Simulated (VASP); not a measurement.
# Al2O3 (P-6m2) in VASP: a series of runs

The runs below take Al2O3 through single point, with LDA.

Program: VASP 6.6.1. These are calculated values, not measurements. Logs are shortened: lines on timing, memory, paths and dates and some standing lists are left out, and cuts for length are marked.

## 1. The cell of the first run

It takes space group P-6m2 (No. 187, hexagonal). The conventional cell has a = 2.798 Å, b = 2.798 Å, c = 9.057 Å, α = 90.00°, β = 90.00°, γ = 120.00°. Within 2.3 Å of Al (site symmetry 3m) lie 6 O at 1.74 to 2.11 Å. O (site symmetry 3m) has 3 Al at 1.74 Å within 2.3 Å. Within 2.8 Å of O (site symmetry -6m2) lie 6 Al at 2.11 Å and 12 O at 2.58 to 2.80 Å.

## 2. Single point, LDA (strain -0.030 along x and y, -0.030 along z)

Contents of INCAR:

```
SYSTEM = Al2O3
PREC     = Accurate       ! precision mode
ENCUT    = 520            ! plane-wave cutoff, eV
EDIFF    = 1E-7           ! SCF threshold, eV
ISMEAR   = 0              ! smearing method
SIGMA    = 0.05           ! smearing width, eV
LREAL    = .FALSE.        ! projectors in reciprocal space
LASPH    = .TRUE.         ! aspherical terms in the spheres
NELM     = 80             ! most SCF steps
ALGO     = Normal         ! electronic algorithm
ISIF     = 2              ! what is computed and relaxed
LWAVE    = .FALSE.        ! write WAVECAR
LCHARG   = .FALSE.        ! write CHGCAR
GGA      = CA             ! functional
NBANDS   = 20             ! bands
```

Contents of KPOINTS:

```
regular mesh
0
G
  12 12 4
  0 0 0
```

Contents of POSCAR:

```
Al2O3
1.0
    2.7977951999      0.0000000000      0.0000000000
   -1.3988976000      2.4229617176      0.0000000000
    0.0000000000      0.0000000000      9.0566518262
Al O
2 3
Direct
    0.0000000000      0.0000000000      0.1499923300
    0.0000000000      0.0000000000      0.8500076700
    0.3333333333      0.6666666667      0.2223169200
    0.6666666667      0.3333333333      0.0000000000
    0.3333333333      0.6666666667      0.7776830800
```

Potentials or basis: VASP PAW LDA potentials, release 64 (Al, O).

The run is started by

```sh
$ cat potpaw_LDA.64/Al/POTCAR potpaw_LDA.64/O/POTCAR > POTCAR
$ mpirun -np 1 vasp_std > vasp.out
```

OUTCAR:

```text
SYSTEM = Al2O3
   PREC = Accurate
   ENCUT = 520
   EDIFF = 1E-7
   ISMEAR = 0
   LREAL = .FALSE.
   LASPH = .TRUE.
   NELM = 80
   ISIF = 2
   GGA = CA

 ion  position               nearest neighbor table
   1  0.000  0.000  0.150-   3 1.74   3 1.74   3 1.74   4 2.11   4 2.11   4 2.11   2 2.72
   2  0.000  0.000  0.850-   5 1.74   5 1.74   5 1.74   4 2.11   4 2.11   4 2.11   1 2.72
   3  0.333  0.667  0.222-   1 1.74   1 1.74   1 1.74
   4  0.667  0.333  0.000-   1 2.11   2 2.11   1 2.11   2 2.11   1 2.11   2 2.11
   5  0.333  0.667  0.778-   2 1.74   2 1.74   2 1.74

  LATTYP: Found a hexagonal cell.
 ALAT       =     2.7977951999
 C/A-ratio  =     3.2370674689

  Lattice vectors:

 A1 = (   2.7977951999,   0.0000000000,   0.0000000000)
 A2 = (  -1.3988976000,   2.4229617176,   0.0000000000)
 A3 = (   0.0000000000,   0.0000000000,   9.0566518262)

Analysis of symmetry for initial positions (statically):
=====================================================================
 Subroutine PRICEL returns:
 Original cell was already a primitive cell.

 Routine SETGRP: Setting up the symmetry group for a
 hexagonal supercell.

 Subroutine GETGRP returns: Found 12 space group operations
 (whereof 12 operations were pure point group operations)
 out of a pool of 24 trial point group operations.

The static configuration has the point symmetry D_3h.

Analysis of symmetry for dynamics (positions and initial velocities):
=====================================================================
 Subroutine PRICEL returns:
 Original cell was already a primitive cell.

 Routine SETGRP: Setting up the symmetry group for a
 hexagonal supercell.

 Subroutine GETGRP returns: Found 12 space group operations
 (whereof 12 operations were pure point group operations)
 out of a pool of 24 trial point group operations.

The dynamic configuration has the point symmetry D_3h.

 Subroutine INISYM returns: Found 12 space group operations
 (whereof 12 operations are pure point group operations),
 and found     1 'primitive' translations

----------------------------------------------------------------------------------------

                                     Primitive cell

  volume of cell :      61.3946

  direct lattice vectors                    reciprocal lattice vectors
     2.797795200  0.000000000  0.000000000     0.357424303  0.206359018  0.000000000
    -1.398897600  2.422961718  0.000000000     0.000000000  0.412718035  0.000000000
     0.000000000  0.000000000  9.056651826     0.000000000  0.000000000  0.110416081

  length of vectors
     2.797795200  2.797795200  9.056651826     0.412718035  0.412718035  0.110416081

  position of ions in fractional coordinates (direct lattice)
     0.000000000  0.000000000  0.149992330
     0.000000000  0.000000000  0.850007670
     0.333333333  0.666666667  0.222316920
     0.666666667  0.333333333  0.000000000
     0.333333333  0.666666667  0.777683080

  ion indices of the primitive-cell ions
   primitive index   ion index
                 1           1
                 2           2
                 3           3
                 4           4
                 5           5

----------------------------------------------------------------------------------------

 KPOINTS: regular mesh

Automatic generation of k-mesh.
 Grid dimensions read from file:
 generate k-points for:   12   12    4

 Generating k-lattice:

  Cartesian coordinates                     Fractional coordinates (reciprocal lattice)
     0.029785359  0.017196585  0.000000000     0.083333333  0.000000000  0.000000000
     0.000000000  0.034393170  0.000000000     0.000000000  0.083333333  0.000000000
     0.000000000  0.000000000  0.027604020     0.000000000  0.000000000  0.250000000

  Length of vectors
     0.034393170  0.034393170  0.027604020

  Shift w.r.t. Gamma in fractional coordinates (k-lattice)
     0.000000000  0.000000000  0.000000000

 Subroutine IBZKPT returns following result:
 ===========================================

 Found     57 irreducible k-points:

 Following reciprocal coordinates:
            Coordinates               Weight
  0.000000  0.000000  0.000000      1.000000
  0.083333  0.000000  0.000000      6.000000
  0.166667  0.000000  0.000000      6.000000
  0.250000  0.000000  0.000000      6.000000
  0.333333  0.000000  0.000000      6.000000
  0.416667  0.000000  0.000000      6.000000
[... 16 lines left out ...]
  0.250000  0.000000  0.250000     12.000000
  0.333333  0.000000  0.250000     12.000000
 [... further k-points ...]
   k-points           NKPTS =     57   k-points in BZ     NKDIM =     57   number of bands    NBANDS=     20
   number of dos      NEDOS =    301   number of ions     NIONS =      5
   total plane-waves  NPLWV =  40320
   dimension x,y,z NGX =    24 NGY =   24 NGZ =   70
   dimension x,y,z NGXF=    48 NGYF=   48 NGZF=  140
   ions per type =               2   3
   NGX,Y,Z   is equivalent  to a cutoff of  14.26, 14.26, 12.85 a.u.
   NGXF,Y,Z  is equivalent  to a cutoff of  28.52, 28.52, 25.70 a.u.
 SYSTEM =  Al2O3
   PREC   = accura    normal or accurate (medium, high low for compatibility)
   ISTART =      0    job   : 0-new  1-cont  2-samecut
   ICHARG =      2    charge: 1-file 2-atom 10-const
   ISPIN  =      1    spin polarized calculation?
   LNONCOLLINEAR =      F non collinear calculations
   LSORBIT =      F    spin-orbit coupling
   LASPH  =      T    aspherical Exc in radial PAW
   ENCUT  =  520.0 eV  38.22 Ry    6.18 a.u.   5.20  5.20 16.84*2*pi/ulx,y,z
   NELM   =     80;   NELMIN=  2; NELMDL= -5     # of ELM steps
   EDIFF  = 0.1E-06   stopping-criterion for ELM
   LREAL  =      F    real-space projection
   EDIFFG = 0.1E-05   stopping-criterion for IOM
   NSW    =      0    number of steps for IOM
   IBRION =     -1    ionic relax: 0-MD 1-quasi-New 2-CG
   NFREE  =      0    steps in history (QN), initial steepest desc. (CG)
   ISIF   =      2    stress and relaxation
   ISYM   =      2    0-nonsym 1-usesym 2-fastsym
   POTIM  = 0.5000    time-step for ionic-motion
   TEBEG  =    0.0;   TEEND  =   0.0 temperature during run
   PSTRESS=    0.0 pullay stress
   NELECT =      24.0000    total number of electrons
   NUPDOWN=      -1.0000    fix difference up-down
   EMIN   =  10.00;   EMAX   =-10.00  energy-range for DOS
   EFERMI =   0.00;   METHOD = LEGACY
   ISMEAR =     0;   SIGMA  =   0.05  broadening in eV -4-tet -1-fermi 0-gaus
   EFERMI_NEDOS =   21; number of points for ismear=-14 and -15
   IALGO  =     38    algorithm
   IMIX   =      4    mixing-type and parameters
     AMIX     =   0.40;   BMIX     =  1.00
     AMIX_MAG =   1.60;   BMIX_MAG =  1.00
  volume/ion in A,a.u.               =      12.28        82.86
  Fermi-wavevector in a.u.,A,eV,Ry     =   1.197021  2.262042 19.495242  1.432860
  Thomas-Fermi vector in A             =   2.332947
   LORBIT       =      0    0 simple, 1 ext, 2 COOP (PROOUT), +10 PAW based schemes
   GGA     = CA    functional components
   LHFCALC =     F    Hartree Fock is set to
   AEXX    =    0.0000 exact exchange contribution
   IVDW    =     0    specifies the selected vdW correction
   LEPSILON=     F    determine dielectric tensor
   LRPA    =     F    only Hartree local field effects (RPA)
 non-spin polarized calculation
 Gauss-broadening in eV      SIGMA  =   0.05
  energy-cutoff  :      520.00
  volume of cell :       61.39
 maximum number of plane-waves:      1668
 NGX is ok and might be reduce to    24
   NGX = 11   NGY = 11   NGZ = 33

 number of electron      24.0000017 magnetization

 Free energy of the ion-electron system (eV)
  ---------------------------------------------------
  ext. energy  EPLUGINS =         0.00000000
  ---------------------------------------------------
  free energy    TOTEN  =       -40.07460260 eV

  energy without entropy =      -40.07460260  energy(sigma->0) =      -40.07460260

 E-fermi :   1.5161     XC(G=0):  -9.2662

 val. band max:        1.1892931541   @ k =   0.1667   0.0000   0.0000
 cond. band min:       6.7454309310   @ k =   0.0000   0.0000   0.0000
 fundamental gap:      5.5561377769
 Fermi energy:         1.5160709127

 k-point     1 :       0.0000    0.0000    0.0000
  band No.  band energies     occupation
      1     -17.9512      2.00000
      2     -16.6154      2.00000
      3     -15.2612      2.00000
      4      -4.1765      2.00000
      5      -1.0272      2.00000
      6      -0.4112      2.00000
[... 12 lines left out ...]
     19      16.6767      0.00000
     20      16.6778      0.00000

 k-point     2 :       0.0833    0.0000    0.0000
  band No.  band energies     occupation
      1     -17.8520      2.00000
      2     -16.5391      2.00000
      3     -15.2224      2.00000
      4      -4.1192      2.00000
      5      -1.2994      2.00000
      6      -0.5135      2.00000
[... 12 lines left out ...]
     19      15.9128      0.00000
     20      16.8805      0.00000

 k-point     3 :       0.1667    0.0000    0.0000
  band No.  band energies     occupation
      1     -17.5643      2.00000
      2     -16.3232      2.00000
      3     -15.1205      2.00000
      4      -3.9991      2.00000
      5      -2.1270      2.00000
      6      -1.2759      2.00000
[... 12 lines left out ...]
     19      14.8608      0.00000
     20      15.7183      0.00000

 k-point     4 :       0.2500    0.0000    0.0000
  band No.  band energies     occupation
      1     -17.1206      2.00000
      2     -16.0076      2.00000
      3     -14.9990      2.00000
      4      -4.0267      2.00000
      5      -3.2364      2.00000
      6      -1.9412      2.00000
[... 429 lines left out ...]
 k-point    23 :       0.2500    0.0000    0.2500
  band No.  band energies     occupation
      1     -17.1206      2.00000
      2     -16.0078      2.00000
      3     -14.9988      2.00000
      4      -4.0272      2.00000
      5      -3.2350      2.00000
      6      -1.9400      2.00000
[... 12 lines left out ...]
     19      14.3915      0.00000
     20      15.6120      0.00000

 k-point    24 :       0.3333    0.0000    0.2500
  band No.  band energies     occupation
      1     -16.5831      2.00000
      2     -15.6631      2.00000
      3     -14.9268      2.00000
      4      -4.4169      2.00000
      5      -4.2876      2.00000
      6      -2.7620      2.00000
[... 12 lines left out ...]
     19      14.6415      0.00000
     20      15.9434      0.00000

 [... further k-points ...]

------------------------ aborting loop because EDIFF is reached ----------------------------------------

  FORCE on cell =-STRESS in cart. coord.  units (eV):
  Direction    XX          YY          ZZ          XY          YZ          ZX
  --------------------------------------------------------------------------------------
  -------------------------------------------------------------------------------------
  Total        3.8326218      3.8326218      1.7413510     -0.0000000      0.0000000     -0.0000000
  in kB      100.0175941    100.0175940     45.4429759     -0.0000000      0.0000000     -0.0000000
  external PRESSURE =      81.8260547 kB  Pullay stress =       0.0000000 kB

 VOLUME and BASIS-vectors are now :
 -----------------------------------------------------------------------------
  energy-cutoff  :      520.00
  volume of cell :       61.39
      direct lattice vectors                 reciprocal lattice vectors
     2.797795200  0.000000000  0.000000000     0.357424303  0.206359018  0.000000000
    -1.398897600  2.422961718  0.000000000     0.000000000  0.412718035  0.000000000
     0.000000000  0.000000000  9.056651826     0.000000000  0.000000000  0.110416081

 POSITION                                       TOTAL-FORCE (eV/Angst)
 -----------------------------------------------------------------------------------
      0.00000      0.00000      1.35843        -0.000000      0.000000     -0.333808
      0.00000      0.00000      7.69822        -0.000000      0.000000      0.333808
     -0.00000      1.61531      2.01345        -0.000000      0.000000      0.680184
      1.39890      0.80765      0.00000         0.000000      0.000000      0.000000
     -0.00000      1.61531      7.04320        -0.000000     -0.000000     -0.680184
 -----------------------------------------------------------------------------------
    total drift:                                0.000000     -0.000000      0.000000

  FREE ENERGIE OF THE ION-ELECTRON SYSTEM (eV)
  ---------------------------------------------------
  free  energy   TOTEN  =       -40.0746025977 eV

  energy  without entropy=      -40.0746025977  energy(sigma->0) =      -40.07460260
```

It took 48 s on 1 thread of AMD EPYC 9R45 (Zen 5), shared host; peak memory 0.16 GiB.

Results:

| Quantity | Value |
| --- | --- |
| Free energy | -40.0746 eV |
| Pressure | 8.2 GPa |
| Largest force | 0.680 eV/Å |
| Band gap on the k mesh | 5.56 eV, indirect (least direct gap 5.86 eV) |

Forces on the atoms (eV/Å):
```
Al   0.000  0.000 -0.334
Al   0.000  0.000  0.334
O    0.000  0.000  0.680
O    0.000  0.000  0.000
O    0.000  0.000 -0.680
```

Stress tensor (GPa, compression positive):
```
10.00  0.00  0.00
 0.00 10.00  0.00
 0.00  0.00  4.54
```

Caveat: the cell differs from its parent crystal (strain -0.030 along x and y, -0.030 along z).

## 3. Single point, LDA (strain -0.030 along x and y, -0.015 along z)

Contents of INCAR:

```
PREC = Accurate ; ENCUT = 520
EDIFF = 1E-7 ; ISMEAR = 0
SIGMA = 0.05 ; LREAL = F
LASPH = T ; NELM = 80
ALGO = Normal ; ISIF = 2
LWAVE = F ; LCHARG = F
GGA = CA ; NBANDS = 20
```

Contents of KPOINTS:

```
regular mesh
0
Gamma
  12 12 4
```

Changes to POSCAR since step 2:

```diff
@@ -4,3 +4,3 @@
    -1.3988976000      2.4229617176      0.0000000000
-    0.0000000000      0.0000000000      9.0566518262
+    0.0000000000      0.0000000000      9.1967031431
 Al O
```

Potentials or basis: VASP PAW LDA potentials, release 64 (Al, O).

The run is started by

```sh
$ cat potpaw_LDA.64/Al/POTCAR potpaw_LDA.64/O/POTCAR > POTCAR
$ mpirun -np 1 vasp_std > vasp.out
```

It took 48 s on 1 thread of AMD EPYC 9R45 (Zen 5), shared host; peak memory 0.16 GiB.

The run converged. Its results:

```
Free energy            : -40.0915 eV
Pressure               : 6.3 GPa
Largest force          : 0.523 eV/Å
Band gap on the k mesh : 5.57 eV, indirect (least direct gap 5.87 eV)
```

Forces in eV/Å, atoms in the order of the input:
```
Al   0.000  0.000 -0.523
Al   0.000  0.000  0.523
O    0.000  0.000  0.452
O    0.000  0.000  0.000
O    0.000  0.000 -0.452
```

Stress tensor (GPa, compression positive):
```
9.00 0.00 0.00
0.00 9.00 0.00
0.00 0.00 0.81
```

Levels at points of the mesh, in eV from the valence-band top:
```tsv
k point	band 8	band 9	band 10	band 11	band 12	band 13	band 14	band 15	band 16	band 17
(0.00, 0.00, 0.00)	-1.20	-1.20	-0.45	-0.45	-0.30	5.57	7.89	8.63	9.64	13.47
(0.50, 0.00, 0.00)	-2.40	-1.97	-1.03	-0.88	-0.59	8.33	9.36	9.41	11.27	12.47
(0.00, 0.00, 0.50)	-1.20	-1.20	-0.45	-0.45	-0.35	5.75	7.51	8.57	10.15	13.01
(0.50, 0.00, 0.50)	-2.40	-1.97	-1.03	-0.88	-0.58	8.34	9.36	9.42	11.04	12.97
```

Caveat: the cell differs from its parent crystal (strain -0.030 along x and y, -0.015 along z). A k mesh can miss the band edges.

[end of part 1 of 3]
